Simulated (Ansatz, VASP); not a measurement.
# One calculation of AlRu, two programs

Contents of INCAR:

```
SYSTEM = AlRu
PREC = Accurate
ENCUT = 520
EDIFF = 1E-6
ISMEAR = 0
SIGMA = 0.15
LREAL = .FALSE.
LASPH = .TRUE.
NELM = 100
ALGO = Fast
ISIF = 2
LWAVE = .FALSE.
LCHARG = .FALSE.
GGA = PE
NBANDS = 16
```

Contents of KPOINTS:

```
regular mesh
0
G
  18 18 18
  0 0 0
```

The input POSCAR:

```
AlRu
1.0
    3.0028836096      0.1876802256      0.1876802256
    0.1876802256      3.0028836096      0.1876802256
    0.1876802256      0.1876802256      3.0028836096
Al Ru
1 1
Direct
    0.0000000000      0.0000000000      0.0000000000
    0.5000000000      0.5000000000      0.5000000000
```

Input for Ansatz:

```yaml
crystal:
  lattice:
    - [3.0028836096, 0.1876802256, 0.1876802256]
    - [0.1876802256, 3.0028836096, 0.1876802256]
    - [0.1876802256, 0.1876802256, 3.0028836096]
  atoms:
    - { symbol: Al, position: [0.0, 0.0, 0.0] }
    - { symbol: Ru, position: [0.5, 0.5, 0.5] }
basis:
  ecutwfc: 420
kpoints:
  mp_grid: { grid: [18, 18, 18] }
hamiltonian:
  xc: pbe
scf:
  occupations: { method: gaussian, width: 0.15 }
output:
  forces: true
  stress: true
  eigenvalues: true
  write_density: true
  write_potential: true
  elf: true
  volumetric_format: npy
```

Alike in both runs: task single point; functional PBE; k mesh 18 × 18 × 18; occupations gaussian, width 0.15 eV; no spin polarisation.

|  | VASP | Ansatz |
| --- | --- | --- |
| version | VASP 6.6.1 | Ansatz 0.2.0 |
| potentials or method | VASP PAW PBE potentials, release 64 (Al, Ru_pv), cutoff 520 eV | scalar-relativistic, plane waves, PAW |
| valence electrons in the cell | 17 | 19 |

```tsv
	VASP	Ansatz	Ansatz less VASP
gap on the k mesh at the Fermi level (eV)	none	none	-
pressure (GPa)	7.8	8.0	+0.17
traceless stress, the component that is largest in VASP (GPa)	-9.86	-9.84	+0.013
```

A gap of «none» marks a metal or a gap that the smearing closes. The functional is the same, so the differences come from potentials, cutoffs and numerics. VASP's potentials hold 17 valence electrons a cell and Ansatz's 19, so a difference there can come from the potentials and not from the codes.
